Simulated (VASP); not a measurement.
# Sb (I4/mmm) in VASP: a series of runs

The runs below take Sb through single point, with PBE.

Program: VASP 6.6.1. These are calculated values, not measurements. Logs are shortened: lines on timing, memory, paths and dates and some standing lists are left out, and cuts for length are marked.

## 1. The cell of the first run

It takes space group I4/mmm (No. 139, tetragonal). The conventional cell has a = 3.153 Å, b = 3.153 Å, c = 5.424 Å, α = 90.00°, β = 90.00°, γ = 90.00°. Sb (site symmetry 4/mmm) has 12 Sb at 3.15 to 3.51 Å within 4.1 Å.

## 2. Single point, PBE

Contents of INCAR:

```
PREC     = Accurate       # precision mode
ENCUT    = 520            # plane-wave cutoff, eV
EDIFF    = 1E-6           # SCF threshold, eV
ISMEAR   = -1             # smearing method
SIGMA    = 0.05           # smearing width, eV
LREAL    = False          # projectors in reciprocal space
LASPH    = True           # aspherical terms in the spheres
NELM     = 100            # most SCF steps
ALGO     = Normal         # electronic algorithm
ISIF     = 2              # what is computed and relaxed
LWAVE    = False          # write WAVECAR
LCHARG   = True           # write CHGCAR
GGA      = PE             # functional
LELF     = True           # ELF
LVHAR    = True         
NBANDS   = 8              # bands
```

Contents of KPOINTS:

```
Automatic mesh
0
Gamma
  12 12 12
```

Contents of POSCAR:

```
Sb
1.0
   -1.5765401831      1.5765401831      2.7119384313
    1.5765401831     -1.5765401831      2.7119384313
    1.5765401831      1.5765401831     -2.7119384313
Sb
1
Direct
    0.0000000000      0.0000000000      0.0000000000
```

Potentials or basis: VASP PAW PBE potentials, release 64 (Sb).

The run is started by

```bash
> cat potpaw_PBE.64/Sb/POTCAR > POTCAR
> mpirun -np 1 vasp_std > vasp.out
```

OUTCAR:

```text
PREC = Accurate
   ENCUT = 520
   EDIFF = 1E-6
   ISMEAR = -1
   LREAL = False
   LASPH = True
   NELM = 100
   ISIF = 2
   GGA = PE

 ion  position               nearest neighbor table
   1  0.000  0.000  0.000-

  LATTYP: Found a body centered tetragonal cell.
 ALAT       =     3.1530803662
 C/A-ratio  =     1.7201835135

  Lattice vectors:

 A1 = (  -1.5765401831,   1.5765401831,   2.7119384313)
 A2 = (   1.5765401831,  -1.5765401831,   2.7119384313)
 A3 = (   1.5765401831,   1.5765401831,  -2.7119384313)

Analysis of symmetry for initial positions (statically):
=====================================================================
 Subroutine PRICEL returns:
 Original cell was already a primitive cell.

 Routine SETGRP: Setting up the symmetry group for a
 body centered tetragonal supercell.

 Subroutine GETGRP returns: Found 16 space group operations
 (whereof 16 operations were pure point group operations)
 out of a pool of 16 trial point group operations.

The static configuration has the point symmetry D_4h.

Analysis of symmetry for dynamics (positions and initial velocities):
=====================================================================
 Subroutine PRICEL returns:
 Original cell was already a primitive cell.

 Routine SETGRP: Setting up the symmetry group for a
 body centered tetragonal supercell.

 Subroutine GETGRP returns: Found 16 space group operations
 (whereof 16 operations were pure point group operations)
 out of a pool of 16 trial point group operations.

The dynamic configuration has the point symmetry D_4h.

 Subroutine INISYM returns: Found 16 space group operations
 (whereof 16 operations are pure point group operations),
 and found     1 'primitive' translations

----------------------------------------------------------------------------------------

                                     Primitive cell

  volume of cell :      26.9619

  direct lattice vectors                    reciprocal lattice vectors
    -1.576540183  1.576540183  2.711938431     0.000000000  0.317150178  0.184369967
     1.576540183 -1.576540183  2.711938431     0.317150178  0.000000000  0.184369967
     1.576540183  1.576540183 -2.711938431     0.317150178  0.317150178  0.000000000

  length of vectors
     3.510778824  3.510778824  3.510778824     0.366846726  0.366846726  0.448518083

  position of ions in fractional coordinates (direct lattice)
     0.000000000  0.000000000  0.000000000

  ion indices of the primitive-cell ions
   primitive index   ion index
                 1           1

----------------------------------------------------------------------------------------

 KPOINTS: Automatic mesh

Automatic generation of k-mesh.
 Grid dimensions read from file:
 generate k-points for:   12   12   12

 Generating k-lattice:

  Cartesian coordinates                     Fractional coordinates (reciprocal lattice)
     0.000000000  0.026429182  0.015364164     0.083333333 -0.000000000  0.000000000
     0.026429182  0.000000000  0.015364164    -0.000000000  0.083333333  0.000000000
     0.026429182  0.026429182  0.000000000     0.000000000  0.000000000  0.083333333

  Length of vectors
     0.030570561  0.030570561  0.037376507

  Shift w.r.t. Gamma in fractional coordinates (k-lattice)
     0.000000000  0.000000000  0.000000000

 Subroutine IBZKPT returns following result:
 ===========================================

 Found    163 irreducible k-points:

 Following reciprocal coordinates:
            Coordinates               Weight
  0.000000  0.000000  0.000000      1.000000
  0.083333  0.000000 -0.000000      8.000000
  0.166667  0.000000 -0.000000      8.000000
  0.250000 -0.000000  0.000000      8.000000
  0.333333  0.000000 -0.000000      8.000000
  0.416667  0.000000 -0.000000      8.000000
[... 16 lines left out ...]
  0.500000  0.166667  0.000000     16.000000
 -0.416667  0.166667  0.000000     16.000000
 [... further k-points ...]
   k-points           NKPTS =    163   k-points in BZ     NKDIM =    163   number of bands    NBANDS=      8
   number of dos      NEDOS =    301   number of ions     NIONS =      1
   total plane-waves  NPLWV =  21952
   dimension x,y,z NGX =    28 NGY =   28 NGZ =   28
   dimension x,y,z NGXF=    56 NGYF=   56 NGZF=   56
   ions per type =               1
   NGX,Y,Z   is equivalent  to a cutoff of  13.26, 13.26, 13.26 a.u.
   NGXF,Y,Z  is equivalent  to a cutoff of  26.52, 26.52, 26.52 a.u.
 SYSTEM =  unknown system
   PREC   = accura    normal or accurate (medium, high low for compatibility)
   ISTART =      0    job   : 0-new  1-cont  2-samecut
   ICHARG =      2    charge: 1-file 2-atom 10-const
   ISPIN  =      1    spin polarized calculation?
   LNONCOLLINEAR =      F non collinear calculations
   LSORBIT =      F    spin-orbit coupling
   LASPH  =      T    aspherical Exc in radial PAW
   ENCUT  =  520.0 eV  38.22 Ry    6.18 a.u.   6.53  6.53  6.53*2*pi/ulx,y,z
   NELM   =    100;   NELMIN=  2; NELMDL= -5     # of ELM steps
   EDIFF  = 0.1E-05   stopping-criterion for ELM
   LREAL  =      F    real-space projection
   EDIFFG = 0.1E-04   stopping-criterion for IOM
   NSW    =      0    number of steps for IOM
   IBRION =     -1    ionic relax: 0-MD 1-quasi-New 2-CG
   NFREE  =      0    steps in history (QN), initial steepest desc. (CG)
   ISIF   =      2    stress and relaxation
   ISYM   =      2    0-nonsym 1-usesym 2-fastsym
   POTIM  = 0.5000    time-step for ionic-motion
   TEBEG  =    0.0;   TEEND  =   0.0 temperature during run
   PSTRESS=    0.0 pullay stress
   NELECT =       5.0000    total number of electrons
   NUPDOWN=      -1.0000    fix difference up-down
   EMIN   =  10.00;   EMAX   =-10.00  energy-range for DOS
   EFERMI =   0.00;   METHOD = LEGACY
   ISMEAR =    -1;   SIGMA  =   0.05  broadening in eV -4-tet -1-fermi 0-gaus
   EFERMI_NEDOS =   21; number of points for ismear=-14 and -15
   IALGO  =     38    algorithm
   IMIX   =      4    mixing-type and parameters
     AMIX     =   0.40;   BMIX     =  1.00
     AMIX_MAG =   1.60;   BMIX_MAG =  1.00
  volume/ion in A,a.u.               =      26.96       181.95
  Fermi-wavevector in a.u.,A,eV,Ry     =   0.933573  1.764197 11.858269  0.871558
  Thomas-Fermi vector in A             =   2.060288
   LORBIT       =      0    0 simple, 1 ext, 2 COOP (PROOUT), +10 PAW based schemes
   GGA     = PE    functional components
   LHFCALC =     F    Hartree Fock is set to
   AEXX    =    0.0000 exact exchange contribution
   IVDW    =     0    specifies the selected vdW correction
   LEPSILON=     F    determine dielectric tensor
   LRPA    =     F    only Hartree local field effects (RPA)
 non-spin polarized calculation
  energy-cutoff  :      520.00
  volume of cell :       26.96
 maximum number of plane-waves:       748
 NGX is ok and might be reduce to    28
   NGX = 13   NGY = 13   NGZ = 13

 number of electron       5.0000000 magnetization

 Free energy of the ion-electron system (eV)
  ---------------------------------------------------
  ext. energy  EPLUGINS =         0.00000000
  ---------------------------------------------------
  free energy    TOTEN  =        -3.84220081 eV

  energy without entropy =       -3.83665983  energy(sigma->0) =       -3.83943032

 E-fermi :   8.5184     XC(G=0): -10.2153

 val. band max:        8.4671544116   @ k =  -0.3333   0.3333   0.0000
 cond. band min:       8.5446170241   @ k =   0.3333   0.1667   0.0833
 fundamental gap:      0.0774626126
 Fermi energy:         8.5183761868

 k-point     1 :       0.0000    0.0000    0.0000
  band No.  band energies     occupation
      1      -4.4335      2.00000
      2      13.1559      0.00000
      3      13.9510      0.00000
      4      13.9510      0.00000
      5      17.8719      0.00000
      6      19.1536      0.00000
      7      19.1574      0.00000
      8      19.2462      0.00000

 k-point     2 :       0.0833    0.0000   -0.0000
  band No.  band energies     occupation
      1      -4.2942      2.00000
      2      12.4624      0.00000
      3      13.0897      0.00000
      4      13.9206      0.00000
      5      17.6471      0.00000
      6      18.2187      0.00000
      7      19.0979      0.00000
      8      19.4717      0.00000

 k-point     3 :       0.1667    0.0000   -0.0000
  band No.  band energies     occupation
      1      -3.8783      2.00000
      2      10.2145      0.00000
      3      12.2619      0.00000
      4      13.8593      0.00000
      5      16.5357      0.00000
      6      18.0301      0.00000
      7      20.0088      0.00000
      8      20.0740      0.00000

 k-point     4 :       0.2500   -0.0000    0.0000
  band No.  band energies     occupation
      1      -3.1951      2.00000
      2       7.7624      2.00000
      3      11.4774      0.00000
      4      13.8207      0.00000
      5      15.6873      0.00000
      6      17.8956      0.00000
      7      20.5898      0.00000
      8      21.3462      0.00000

 k-point     5 :       0.3333    0.0000   -0.0000
  band No.  band energies     occupation
      1      -2.2742      2.00000
      2       5.4911      2.00000
      3      10.8390      0.00000
      4      13.8302      0.00000
      5      15.0950      0.00000
      6      17.9744      0.00000
      7      20.0542      0.00000
      8      20.6248      0.00000

 k-point     6 :       0.4167    0.0000   -0.0000
  band No.  band energies     occupation
      1      -1.2312      2.00000
      2       3.6134      2.00000
      3      10.4296      0.00000
      4      13.8686      0.00000
      5      14.7445      0.00000
      6      18.2804      0.00000
      7      19.4649      0.00000
      8      19.6424      0.00000

 k-point     7 :       0.5000   -0.0000    0.0000
  band No.  band energies     occupation
      1      -0.6129      2.00000
      2       2.7134      2.00000
      3      10.2892      0.00000
      4      13.8900      0.00000
      5      14.6284      0.00000
      6      18.6996      0.00000
      7      18.9908      0.00000
      8      19.2459      0.00000
[... 133 lines left out ...]
 k-point    20 :       0.2500    0.1667   -0.0000
  band No.  band energies     occupation
      1      -2.2616      2.00000
      2       7.0302      2.00000
      3       9.2870      0.00000
      4      11.1836      0.00000
      5      16.5167      0.00000
      6      17.9895      0.00000
      7      19.5201      0.00000
      8      20.8008      0.00000

 k-point    21 :       0.3333    0.1667   -0.0000
  band No.  band energies     occupation
      1      -1.2692      2.00000
      2       5.0002      2.00000
      3       9.1984      0.00000
      4      10.8380      0.00000
      5      15.8267      0.00000
      6      17.3623      0.00000
      7      20.5138      0.00000
      8      21.4309      0.00000

 k-point    22 :       0.4167    0.1667   -0.0000
  band No.  band energies     occupation
      1      -0.3305      2.00000
      2       3.5045      2.00000
      3       9.2539      0.00000
      4      10.8044      0.00000
      5      15.2795      0.00000
      6      16.9359      0.00000
      7      21.1248      0.00000
      8      22.3721      0.00000

 k-point    23 :       0.5000    0.1667    0.0000
  band No.  band energies     occupation
      1      -0.3084      2.00000
      2       3.4601      2.00000
      3       9.4464      0.00000
      4      11.0114      0.00000
      5      15.0099      0.00000
      6      16.8079      0.00000
      7      20.5912      0.00000
      8      21.9838      0.00000

 k-point    24 :      -0.4167    0.1667    0.0000
  band No.  band energies     occupation
      1      -1.2386      2.00000
      2       4.9062      2.00000
      3       9.8119      0.00000
      4      11.3087      0.00000
      5      15.1290      0.00000
      6      16.9177      0.00000
      7      18.9902      0.00000
      8      22.2704      0.00000

 [... further k-points ...]

------------------------ aborting loop because EDIFF is reached ----------------------------------------

  FORCE on cell =-STRESS in cart. coord.  units (eV):
  Direction    XX          YY          ZZ          XY          YZ          ZX
  --------------------------------------------------------------------------------------
  -------------------------------------------------------------------------------------
  Total        0.3250099      0.3250099      0.1924528      0.0000000     -0.0000000      0.0000000
  in kB       19.3133350     19.3133350     11.4362859      0.0000000     -0.0000000      0.0000000
  external PRESSURE =      16.6876519 kB  Pullay stress =       0.0000000 kB

 VOLUME and BASIS-vectors are now :
 -----------------------------------------------------------------------------
  energy-cutoff  :      520.00
  volume of cell :       26.96
      direct lattice vectors                 reciprocal lattice vectors
    -1.576540183  1.576540183  2.711938431     0.000000000  0.317150178  0.184369967
     1.576540183 -1.576540183  2.711938431     0.317150178  0.000000000  0.184369967
     1.576540183  1.576540183 -2.711938431     0.317150178  0.317150178  0.000000000

 POSITION                                       TOTAL-FORCE (eV/Angst)
 -----------------------------------------------------------------------------------
      0.00000      0.00000      0.00000         0.000000      0.000000      0.000000
 -----------------------------------------------------------------------------------
    total drift:                               -0.000000      0.000000     -0.000000

  FREE ENERGIE OF THE ION-ELECTRON SYSTEM (eV)
  ---------------------------------------------------
  free  energy   TOTEN  =        -3.8422008142 eV

  energy  without entropy=       -3.8366598342  energy(sigma->0) =       -3.83943032
```

Wall time 20 s (1 thread of AMD EPYC 7R13 (Zen 3), shared host); peak memory 0.15 GiB.

Results:

| Quantity | Value |
| --- | --- |
| Free energy | -3.8422 eV |
| Pressure | 1.7 GPa |

Levels at points of the mesh, in eV from the Fermi level:
```
           k point  band 1  band 2  band 3  band 4  band 5  band 6
(0.00, 0.00, 0.00)  -12.95    4.64    5.43    5.43    9.35   10.64
(0.50, 0.00, 0.00)   -9.13   -5.80    1.77    5.37    6.11   10.18
(0.50, 0.50, 0.00)   -6.65   -4.40   -1.02    0.59    3.46    4.35
(0.50, 0.50, 0.50)   -9.28   -5.67    2.11    2.11    5.87    6.10
```

Caveat: spin-orbit coupling is left out, which moves the levels of the heavy elements.

## 3. Single point, PBE

This run uses another cell than the first one, of 27.50 Å³/atom, 1.020 times its volume.

Contents of INCAR:

```
SYSTEM = Sb
PREC = Accurate
ENCUT = 520
EDIFF = 1E-6
ISMEAR = -1
SIGMA = 0.05
LREAL = .FALSE.
LASPH = .TRUE.
NELM = 100
ALGO = Normal
ISIF = 2
LWAVE = .FALSE.
LCHARG = .TRUE.
GGA = PE
LELF = .TRUE.
LVHAR = .TRUE.
NBANDS = 8
```

Contents of KPOINTS:

```
regular mesh
0
G
  12 12 12
  0 0 0
```

Contents of POSCAR:

```
Sb
1.0
   -1.5869811508      1.5869811508      2.7298988119
    1.5869811508     -1.5869811508      2.7298988119
    1.5869811508      1.5869811508     -2.7298988119
Sb
1
Direct
    0.0000000000      0.0000000000      0.0000000000
```

Potentials or basis: VASP PAW PBE potentials, release 64 (Sb).

The run is started by

```bash
> cat potpaw_PBE.64/Sb/POTCAR > POTCAR
> mpirun -np 1 vasp_std > vasp.out
```

Run time: 21 s. Hardware: 1 thread of AMD EPYC 7R13 (Zen 3), shared host; peak memory 0.15 GiB.

The run converged. Its results:

- Free energy: -3.8456 eV
- Pressure: 0.4 GPa

Stress tensor (GPa, compression positive):
```
0.56 0.00 0.00
0.00 0.56 0.00
0.00 0.00 0.06
```

Levels at points of the mesh, in eV from the Fermi level:
| k point | band 1 | band 2 | band 3 | band 4 | band 5 | band 6 | band 7 |
| --- | --- | --- | --- | --- | --- | --- | --- |
| (0.00, 0.00, 0.00) | -12.80 | 4.50 | 5.29 | 5.29 | 9.29 | 10.52 | 10.63 |
| (0.50, 0.00, 0.00) | -9.09 | -5.68 | 1.73 | 5.23 | 6.07 | 10.07 | 10.45 |
| (0.50, 0.50, 0.00) | -6.69 | -4.31 | -1.01 | 0.59 | 3.47 | 4.37 | 15.57 |
| (0.50, 0.50, 0.50) | -9.24 | -5.55 | 2.08 | 2.08 | 5.86 | 6.04 | 18.02 |

Caveat: spin-orbit coupling is left out, which moves the levels of the heavy elements.
